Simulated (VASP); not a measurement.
Nb, 1 atom in the cell. It takes space group Fm-3m (No. 225, cubic). The conventional cell has a = 3.996 Å, b = 3.996 Å, c = 3.996 Å, α = 90.00°, β = 90.00°, γ = 90.00°. Nb (site symmetry m-3m) has 12 Nb at 2.83 Å within 3.7 Å.  This cell differs from its parent crystal: volume scaled by 0.88.

```yaml
Program: VASP 6.6.1
Task: single point
Functional: PBEsol
Potentials_or_basis: VASP PAW PBE potentials, release 64 (Nb_sv)
Cutoff: 520 eV
k_mesh: 18 × 18 × 18
Occupations: gaussian, width 0.1 eV
Spin: no spin polarisation
Dipole_correction: no
Further_INCAR_settings: ALGO = Fast; EDIFF = 1e-06; NBANDS = 12
```

Potentials or basis: VASP PAW PBE potentials, release 64 (Nb_sv).

The run is started by

```console
$ cat potpaw_PBE.64/Nb_sv/POTCAR > POTCAR
$ mpirun -np 1 vasp_std > vasp.out
```

Hardware: 1 thread of Intel(R) Xeon(R) Platinum 8488C (Sapphire Rapids) (shared host).

Question: Estimate the wall time of this run.

Answer: Run time: 34 s on 1 thread of Intel(R) Xeon(R) Platinum 8488C (Sapphire Rapids), with other jobs on the host, peak memory 0.16 GiB. Counts: scf iterations 21, k points 195.
